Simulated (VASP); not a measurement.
# Ge in VASP: notebook

Ge is run at these levels: PBE; tasks: single point.

All numbers are computed with VASP 6.6.1; they aren't measurements. Logs are shortened: lines on timing, memory, paths and dates and some standing lists are left out, and cuts for length are marked.

**1. The cell of the first run**

The cell holds an amorphous packing of atoms, 14 atoms: a = 6.680 Å, b = 7.035 Å, c = 6.879 Å, α = 92.79°, β = 92.55°, γ = 89.61°.

**2. Single point, PBE**

INCAR reads:

```
PREC = Accurate
ENCUT = 520
EDIFF = 1E-6
ISMEAR = -1
SIGMA = 0.1861
LREAL = False
LASPH = True
NELM = 80
ALGO = Normal
ISIF = 2
LWAVE = False
LCHARG = True
GGA = PE
LELF = True
LVHAR = True
NBANDS = 111
ISYM = 0
```

KPOINTS reads:

```
Automatic mesh
0
Gamma
  1 1 1
  0.25 0.25 0.25
```

POSCAR reads:

```
Ge
1.0
    6.6784480000      0.0216250000     -0.1503050000
    0.0216250000      7.0326220000     -0.1691540000
   -0.1503050000     -0.1691540000      6.8752970000
Ge
14
Direct
    0.1214489549      0.8293388183      0.8504838938
    0.5359237530      0.2029884870      0.8158580399
    0.7021205983      0.8783006998      0.8830189173
    0.9679979171      0.2067066797      0.5320766781
    0.3423350906      0.0630167753      0.1041072430
    0.9572855942      0.1997879097     -0.1315892629
    0.1595872955      0.5651148904      0.6105057298
    0.9271788395      0.5284952976      0.2952688021
    0.5318811495      0.5589800311      0.7406043847
    0.2226669141      0.4713015888      1.0472592674
    0.3375114272      0.0176175717      0.4862279750
    0.5818900168      0.7445449382      0.3569675221
    0.5713291906      0.4018057615      0.3802690539
    0.8419012741      0.9519966716      0.2783194698
```

Potentials or basis: VASP PAW PBE potentials, release 64 (Ge_d).

Run with:

```bash
cat potpaw_PBE.64/Ge_d/POTCAR > POTCAR
mpirun -np 1 vasp_std > vasp.out
```

OUTCAR:

```text
PREC = Accurate
   ENCUT = 520
   EDIFF = 1E-6
   ISMEAR = -1
   LREAL = False
   LASPH = True
   NELM = 80
   ISIF = 2
   GGA = PE
   ISYM = 0

 ion  position               nearest neighbor table
   1  0.121  0.829  0.850-   7 2.44   5 2.73   6 2.82   3 2.84
   2  0.536  0.203  0.816-   9 2.58   3 2.59   5 2.65   6 2.82  11 2.84
   3  0.702  0.878  0.883-   2 2.59   9 2.65   1 2.84   6 2.85  14 2.86
   4  0.968  0.207  0.532-   6 2.32  14 2.56  11 2.82   7 2.85   8 2.86
   5  0.342  0.063  0.104-   2 2.65  11 2.66   1 2.73
   6  0.957  0.200  0.868-   4 2.32  10 2.82   1 2.82   2 2.82   3 2.85
   7  0.160  0.565  0.611-   1 2.44   9 2.61   8 2.61   4 2.85
   8  0.927  0.528  0.295-   7 2.61  13 2.64  10 2.68  12 2.79   4 2.86
   9  0.532  0.559  0.741-   2 2.58   7 2.61   3 2.65  13 2.69
  10  0.223  0.471  0.047-   8 2.68   6 2.82
  11  0.338  0.018  0.486-  12 2.66   5 2.66   4 2.82   2 2.84
  12  0.582  0.745  0.357-  14 2.37  13 2.43  11 2.66   8 2.79
  13  0.571  0.402  0.380-  12 2.43   8 2.64   9 2.69
  14  0.842  0.952  0.278-  12 2.37   4 2.56   3 2.86

IMPORTANT INFORMATION: All symmetrisations will be switched off!
NOSYMM: (Re-)initialisation of all symmetry stuff for point group C_1.

----------------------------------------------------------------------------------------

                                     Primitive cell

  volume of cell :     322.5600

  direct lattice vectors                    reciprocal lattice vectors
     6.678448000  0.021625000 -0.150305000     0.149810122 -0.000382111  0.003265688
     0.021625000  7.032622000 -0.169154000    -0.000382111  0.142279647  0.003492175
    -0.150305000 -0.169154000  6.875297000     0.003265688  0.003492175  0.145605574

  length of vectors
     6.680174169  7.034689255  6.879019807     0.149846199  0.142323011  0.145684052

  position of ions in fractional coordinates (direct lattice)
     0.121448955  0.829338818  0.850483894
     0.535923753  0.202988487  0.815858040
     0.702120598  0.878300700  0.883018917
     0.967997917  0.206706680  0.532076678
     0.342335091  0.063016775  0.104107243
     0.957285594  0.199787910  0.868410737
     0.159587296  0.565114890  0.610505730
     0.927178840  0.528495298  0.295268802
     0.531881150  0.558980031  0.740604385
     0.222666914  0.471301589  0.047259267
     0.337511427  0.017617572  0.486227975
     0.581890017  0.744544938  0.356967522
     0.571329191  0.401805762  0.380269054
     0.841901274  0.951996672  0.278319470

  ion indices of the primitive-cell ions
   primitive index   ion index
                 1           1
                 2           2
                 3           3
                 4           4
                 5           5
                 6           6
                 7           7
                 8           8
                 9           9
                10          10
                11          11
                12          12
                13          13
                14          14

----------------------------------------------------------------------------------------

 KPOINTS: Automatic mesh

Automatic generation of k-mesh.
 Grid dimensions read from file:
 generate k-points for:    1    1    1

 Generating k-lattice:

  Cartesian coordinates                     Fractional coordinates (reciprocal lattice)
     0.149810122 -0.000382111  0.003265688     1.000000000  0.000000000  0.000000000
    -0.000382111  0.142279647  0.003492175     0.000000000  1.000000000  0.000000000
     0.003265688  0.003492175  0.145605574     0.000000000  0.000000000  1.000000000

  Length of vectors
     0.149846199  0.142323011  0.145684052

  Shift w.r.t. Gamma in fractional coordinates (k-lattice)
     0.250000000  0.250000000  0.250000000

 Subroutine IBZKPT returns following result:
 ===========================================

 Found      1 irreducible k-points:

 Following reciprocal coordinates:
            Coordinates               Weight
  0.250000  0.250000  0.250000      2.000000
   k-points           NKPTS =      1   k-points in BZ     NKDIM =      1   number of bands    NBANDS=    111
   number of dos      NEDOS =    301   number of ions     NIONS =     14
   total plane-waves  NPLWV = 145800
   dimension x,y,z NGX =    50 NGY =   54 NGZ =   54
   dimension x,y,z NGXF=   100 NGYF=  108 NGZF=  108
   ions per type =              14
   NGX,Y,Z   is equivalent  to a cutoff of  12.44, 12.76, 13.05 a.u.
   NGXF,Y,Z  is equivalent  to a cutoff of  24.89, 25.52, 26.10 a.u.
 SYSTEM =  unknown system
   PREC   = accura    normal or accurate (medium, high low for compatibility)
   ISTART =      0    job   : 0-new  1-cont  2-samecut
   ICHARG =      2    charge: 1-file 2-atom 10-const
   ISPIN  =      1    spin polarized calculation?
   LNONCOLLINEAR =      F non collinear calculations
   LSORBIT =      F    spin-orbit coupling
   LASPH  =      T    aspherical Exc in radial PAW
   ENCUT  =  520.0 eV  38.22 Ry    6.18 a.u.  12.42 13.08 12.79*2*pi/ulx,y,z
   NELM   =     80;   NELMIN=  2; NELMDL= -5     # of ELM steps
   EDIFF  = 0.1E-05   stopping-criterion for ELM
   LREAL  =      F    real-space projection
   EDIFFG = 0.1E-04   stopping-criterion for IOM
   NSW    =      0    number of steps for IOM
   IBRION =     -1    ionic relax: 0-MD 1-quasi-New 2-CG
   NFREE  =      0    steps in history (QN), initial steepest desc. (CG)
   ISIF   =      2    stress and relaxation
   ISYM   =      0    0-nonsym 1-usesym 2-fastsym
   POTIM  = 0.5000    time-step for ionic-motion
   TEBEG  =    0.0;   TEEND  =   0.0 temperature during run
   PSTRESS=    0.0 pullay stress
   NELECT =     196.0000    total number of electrons
   NUPDOWN=      -1.0000    fix difference up-down
   EMIN   =  10.00;   EMAX   =-10.00  energy-range for DOS
   EFERMI =   0.00;   METHOD = LEGACY
   ISMEAR =    -1;   SIGMA  =   0.19  broadening in eV -4-tet -1-fermi 0-gaus
   EFERMI_NEDOS =   21; number of points for ismear=-14 and -15
   IALGO  =     38    algorithm
   IMIX   =      4    mixing-type and parameters
     AMIX     =   0.40;   BMIX     =  1.00
     AMIX_MAG =   1.60;   BMIX_MAG =  1.00
  volume/ion in A,a.u.               =      23.04       155.48
  Fermi-wavevector in a.u.,A,eV,Ry     =   1.386618  2.620327 26.160033  1.922708
  Thomas-Fermi vector in A             =   2.510916
   LORBIT       =      0    0 simple, 1 ext, 2 COOP (PROOUT), +10 PAW based schemes
   GGA     = PE    functional components
   LHFCALC =     F    Hartree Fock is set to
   AEXX    =    0.0000 exact exchange contribution
   IVDW    =     0    specifies the selected vdW correction
   LEPSILON=     F    determine dielectric tensor
   LRPA    =     F    only Hartree local field effects (RPA)
 non-spin polarized calculation
  energy-cutoff  :      520.00
  volume of cell :      322.56
 maximum number of plane-waves:      8680
 NGX is ok and might be reduce to    50
   NGX = 25   NGY = 27   NGZ = 25

 number of electron     195.9999985 magnetization

 Free energy of the ion-electron system (eV)
  ---------------------------------------------------
  ext. energy  EPLUGINS =         0.00000000
  ---------------------------------------------------
  free energy    TOTEN  =       -58.01529543 eV

  energy without entropy =      -57.32113430  energy(sigma->0) =      -57.66821486

 E-fermi :   4.7236     XC(G=0): -10.0943

 val. band max:        4.4745016374   @ k =   0.2500   0.2500   0.2500
 cond. band min:       4.8579023647   @ k =   0.2500   0.2500   0.2500
 fundamental gap:      0.3834007274
 Fermi energy:         4.7235827460

 k-point     1 :       0.2500    0.2500    0.2500
  band No.  band energies     occupation
      1     -20.1695      2.00000
      2     -20.1600      2.00000
      3     -20.1505      2.00000
      4     -20.1434      2.00000
      5     -20.1371      2.00000
      6     -20.1271      2.00000
      7     -20.1231      2.00000
      8     -20.1160      2.00000
      9     -20.1017      2.00000
     10     -20.0883      2.00000
     11     -20.0855      2.00000
     12     -20.0788      2.00000
     13     -20.0624      2.00000
     14     -20.0551      2.00000
     15     -20.0500      2.00000
     16     -20.0323      2.00000
     17     -20.0230      2.00000
     18     -20.0081      2.00000
     19     -20.0054      2.00000
     20     -19.9864      2.00000
     21     -19.9849      2.00000
     22     -19.9782      2.00000
     23     -19.9695      2.00000
     24     -19.9680      2.00000
     25     -19.9599      2.00000
     26     -19.9488      2.00000
     27     -19.9395      2.00000
     28     -19.9344      2.00000
     29     -19.9288      2.00000
     30     -19.9162      2.00000
     31     -19.9135      2.00000
     32     -19.9027      2.00000
     33     -19.8943      2.00000
     34     -19.8917      2.00000
     35     -19.8820      2.00000
     36     -19.8790      2.00000
     37     -19.8710      2.00000
     38     -19.8625      2.00000
     39     -19.8597      2.00000
     40     -19.8577      2.00000
     41     -19.8562      2.00000
     42     -19.8520      2.00000
     43     -19.8486      2.00000
     44     -19.8467      2.00000
     45     -19.8442      2.00000
     46     -19.8405      2.00000
     47     -19.8364      2.00000
     48     -19.8346      2.00000
     49     -19.8313      2.00000
     50     -19.8254      2.00000
     51     -19.8216      2.00000
     52     -19.8169      2.00000
     53     -19.8117      2.00000
     54     -19.8042      2.00000
     55     -19.7975      2.00000
     56     -19.7883      2.00000
     57     -19.7806      2.00000
     58     -19.7679      2.00000
     59     -19.7600      2.00000
     60     -19.7517      2.00000
     61     -19.7454      2.00000
     62     -19.7377      2.00000
     63     -19.7260      2.00000
     64     -19.7224      2.00000
     65     -19.7182      2.00000
     66     -19.7119      2.00000
     67     -19.6989      2.00000
     68     -19.6802      2.00000
     69     -19.6536      2.00000
     70     -19.6100      2.00000
     71      -7.1273      2.00000
     72      -6.0363      2.00000
     73      -5.9119      2.00000
     74      -5.2780      2.00000
     75      -4.6600      2.00000
     76      -4.3047      2.00000
     77      -4.0473      2.00000
     78      -3.1000      2.00000
     79      -2.5525      2.00000
     80      -2.2354      2.00000
     81      -1.9484      2.00000
     82      -1.4073      2.00000
     83      -0.9315      2.00000
     84      -0.3382      2.00000
     85       0.9110      2.00000
     86       1.0307      2.00000
     87       1.1911      2.00000
     88       1.5421      2.00000
     89       1.8136      2.00000
     90       2.2619      2.00000
     91       2.4732      1.99999
     92       2.7208      1.99996
     93       3.1397      1.99960
     94       3.4880      1.99739
     95       3.7701      1.98816
     96       3.9543      1.96845
     97       4.3779      1.73007
     98       4.4745      1.58446
     99       4.8579      0.65401
    100       5.3843      0.05583
    101       5.6209      0.01597
    102       5.8506      0.00468
    103       6.0923      0.00128
    104       6.5414      0.00011
    105       6.8132      0.00003
    106       7.0509      0.00001
    107       7.1580      0.00000
    108       7.5444      0.00000
    109       7.6922      0.00000
    110       7.7930      0.00000
 [bands above 110 left out]

------------------------ aborting loop because EDIFF is reached ----------------------------------------

  FORCE on cell =-STRESS in cart. coord.  units (eV):
  Direction    XX          YY          ZZ          XY          YZ          ZX
  --------------------------------------------------------------------------------------
  -------------------------------------------------------------------------------------
  Total       -0.2019389      4.6087537     -2.3993802      4.2449060      3.7138249     -3.0653089
  in kB       -1.0030442     22.8919919    -11.9178839     21.0847356     18.4468197    -15.2255968
  external PRESSURE =       3.3236879 kB  Pullay stress =       0.0000000 kB

 VOLUME and BASIS-vectors are now :
 -----------------------------------------------------------------------------
  energy-cutoff  :      520.00
  volume of cell :      322.56
      direct lattice vectors                 reciprocal lattice vectors
     6.678448000  0.021625000 -0.150305000     0.149810122 -0.000382111  0.003265688
     0.021625000  7.032622000 -0.169154000    -0.000382111  0.142279647  0.003492175
    -0.150305000 -0.169154000  6.875297000     0.003265688  0.003492175  0.145605574

 POSITION                                       TOTAL-FORCE (eV/Angst)
 -----------------------------------------------------------------------------------
      0.70119      5.69119      5.68879        -0.566357      1.120305      0.791699
      3.46090      1.30112      5.49438         0.268494     -0.181103     -0.316205
      4.57535      6.04257      5.81692         1.065676     -0.472918      0.414278
      6.38922      1.38462      3.47773         0.342339     -0.069856     -2.365360
      2.27198      0.43297      0.65365        -0.047869      0.212758     -0.306356
      6.26698      1.27884      5.79290        -0.309821      0.148434      1.753199
      0.98625      3.87442      4.07783         0.002764      0.011046     -0.192811
      6.15916      3.68681      1.80130         0.732229     -0.133607      0.007953
      3.45291      3.81732      4.91738         0.183721      0.108625     -0.265595
      1.49016      3.31131      0.21173        -0.508965     -0.556269     -0.031338
      2.18135      0.04895      3.28925        -0.309028     -0.056627      0.705314
      3.84857      5.18830      2.24085        -0.964515      0.777591      0.435154
      3.76712      2.77378      2.46062        -0.274849     -0.932058     -0.321367
      5.60135      6.66616      1.62595         0.386181      0.023680     -0.308564
 -----------------------------------------------------------------------------------
    total drift:                                0.004473      0.000955     -0.001058

  FREE ENERGIE OF THE ION-ELECTRON SYSTEM (eV)
  ---------------------------------------------------
  free  energy   TOTEN  =       -58.0152954289 eV

  energy  without entropy=      -57.3211342961  energy(sigma->0) =      -57.66821486
```

Run time: 84 s. Hardware: 1 thread of Intel Xeon Platinum 8259CL at 2.50GHz (Skylake/Cascade Lake), shared host; peak memory 0.35 GiB.

Results:

```
Free energy            : -58.0153 eV
Pressure               : 0.3 GPa
Largest force          : 2.391 eV/Å
Band gap on the k mesh : 0.38 eV
```

Forces on the atoms (eV/Å):
```
Ge  -0.566  1.120  0.792
Ge   0.268 -0.181 -0.316
Ge   1.066 -0.473  0.414
Ge   0.342 -0.070 -2.365
Ge  -0.048  0.213 -0.306
Ge  -0.310  0.148  1.753
Ge   0.003  0.011 -0.193
Ge   0.732 -0.134  0.008
Ge   0.184  0.109 -0.266
Ge  -0.509 -0.556 -0.031
Ge  -0.309 -0.057  0.705
Ge  -0.965  0.778  0.435
Ge  -0.275 -0.932 -0.321
Ge   0.386  0.024 -0.309
```

Caveat: the k points lie up to 0.94 Å⁻¹ apart.

**3. Single point, PBE**

INCAR reads:

```
SYSTEM = Ge
PREC     = Accurate       ! precision mode
ENCUT    = 520            ! plane-wave cutoff, eV
EDIFF    = 1E-7           ! SCF threshold, eV
ISMEAR   = -1             ! smearing method
SIGMA    = 0.1861         ! smearing width, eV
LREAL    = .FALSE.        ! projectors in reciprocal space
LASPH    = .TRUE.         ! aspherical terms in the spheres
NELM     = 100            ! most SCF steps
ALGO     = Normal         ! electronic algorithm
ISIF     = 2              ! what is computed and relaxed
LWAVE    = .FALSE.        ! write WAVECAR
LCHARG   = .FALSE.        ! write CHGCAR
GGA      = PE             ! functional
NBANDS   = 111            ! bands
ISYM     = 0
```

KPOINTS is that of step 2.

POSCAR reads:

```
Ge
1.0
    6.6784480000      0.0216250000     -0.1503050000
    0.0216250000      7.0326220000     -0.1691540000
   -0.1503050000     -0.1691540000      6.8752970000
Ge
14
Direct
    0.1781168613      0.8476163116      0.7476258181
    0.5146957212      0.2355529897      0.7935693645
    0.7732648767      0.8613477547      0.7699139390
    0.9319217664      0.1516267024      0.4514885341
    0.3534593014      0.0599581768      0.0853408756
    0.9148170836      0.1930919805     -0.0817076175
    0.1151792481      0.4846297579      0.7198212788
    0.9393651119      0.5287325546      0.3299417465
    0.5377426079      0.5819101701      0.7267279996
    0.1533618843      0.3779942384      1.0737732923
    0.2780086693      0.0944605275      0.5289920521
    0.5282628898      0.8134532688      0.3589512465
    0.5388570603      0.3918719713      0.3943520726
    0.8634665624      0.8192412888      0.1366197391
```

Potentials or basis: VASP PAW PBE potentials, release 64 (Ge_d).

Run with:

```bash
cat potpaw_PBE.64/Ge_d/POTCAR > POTCAR
mpirun -np 1 vasp_std > vasp.out
```

Run time: 94 s. Hardware: 1 thread of Intel Xeon Platinum 8259CL at 2.50GHz (Skylake/Cascade Lake), shared host; peak memory 0.35 GiB.

It converged, with:

```
Free energy            : -57.8739 eV
Pressure               : 0.6 GPa
Largest force          : 3.163 eV/Å
Band gap on the k mesh : 0.45 eV
```

Forces on the atoms (eV/Å):
```
Ge  -0.120 -0.025  1.335
Ge   0.587 -0.105  0.354
Ge   0.343  0.546 -0.292
Ge  -1.027 -0.229  0.125
Ge   0.106 -0.392 -0.442
Ge  -1.921 -1.769 -1.785
Ge   0.252  0.478 -0.587
Ge  -0.676 -0.668  0.596
Ge  -0.716 -0.083 -0.115
Ge   1.801  1.366  1.393
Ge   1.131 -0.189 -0.365
Ge   0.070 -0.444 -0.097
Ge   0.585  0.518 -0.479
Ge  -0.414  0.996  0.361
```

Stress tensor (GPa, compression positive):
```
 1.27  4.80  0.51
 4.80  2.49  2.80
 0.51  2.80 -1.98
```

Levels at points of the mesh, in eV from the valence-band top:
```
           k point  band 96  band 97  band 98  band 99  band 100  band 101
(0.25, 0.25, 0.25)    -0.59    -0.30     0.00     0.45      0.66      0.88
```

Caveat: the k points lie up to 0.94 Å⁻¹ apart.

(Part 1 of 2 ends here.)
